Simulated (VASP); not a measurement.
# Si3O: electric field gradients with PBEsol

Si3O:

```
Si O
1.0
     6.04417    0.00000    0.00000
    -3.02208    5.23440    0.00000
     0.00000    0.00000    3.42818
Si O
6 2
Direct
  0.34672 0.00000 0.00000
  0.34672 0.34672 0.50000
  0.00000 0.34672 0.00000
  0.65328 0.00000 0.50000
  0.65328 0.65328 0.00000
  0.00000 0.65328 0.50000
  0.33333 0.66667 0.25000
  0.66667 0.33333 0.75000
```

```json
{
  "Program": "VASP 6.6.1",
  "Task": "electric field gradients",
  "Functional": "PBEsol",
  "Potentials or basis": "VASP PAW PBE potentials, release 64 (Si, O)",
  "Cutoff": "520 eV",
  "k mesh": "6 × 6 × 10",
  "Occupations": "fermi-dirac, width 0.15 eV",
  "Spin": "no spin polarisation",
  "Dipole correction": "no",
  "Further INCAR settings": "ALGO = Normal; EDIFF = 1e-08; NBANDS = 28"
}
```

```json
{"Pressure": "0.1 GPa", "Largest force": "0.016 eV/Å", "Band gap on the k mesh": "zero (band 18 reaches 9.53 eV, above the bottom of band 19 at 7.15 eV)"}
```

Forces on the atoms (eV/Å):
```
Si  -0.016  0.000  0.000
Si  -0.008 -0.013  0.000
Si   0.008 -0.013  0.000
Si   0.016  0.000  0.000
Si   0.008  0.013  0.000
Si  -0.008  0.013  0.000
O    0.000  0.000  0.000
O    0.000  0.000  0.000
```

Levels at points of the mesh, in eV from the Fermi level:
```csv
k point,band 16,band 17,band 18,band 19,band 20,band 21
"(0.00, 0.00, 0.00)",0.15,0.15,0.24,1.74,1.82,1.82
"(0.50, 0.00, 0.00)",-1.29,-0.84,1.03,1.39,2.12,2.44
"(0.00, 0.00, 0.50)",-1.44,-1.06,-1.06,-0.02,-0.02,2.53
"(0.50, 0.00, 0.50)",-2.22,-2.04,-2.04,0.52,0.52,0.91
```

Electric field gradients, principal values (V/Å²):
```csv
atom,least,middle,greatest (by size)
1 Si,-12.423,-45.807,58.230
2 Si,-12.423,-45.807,58.230
3 Si,-12.423,-45.807,58.230
4 Si,-12.423,-45.807,58.230
5 Si,-12.423,-45.807,58.230
6 Si,-12.423,-45.807,58.230
7 O,24.842,24.850,-49.692
8 O,24.842,24.850,-49.692
```

It took 3 min on 1 thread of Intel(R) Xeon(R) Platinum 8259CL CPU @ 2.50GHz (Skylake/Cascade Lake), with other jobs on the host, peak memory 0.28 GiB.

Caveat: without QUAD_EFG the Cq values of the log hold for a quadrupole moment of 1 mb, not for the nuclei; the PAW data sets were made with another functional, which shifts forces and pressure a little.
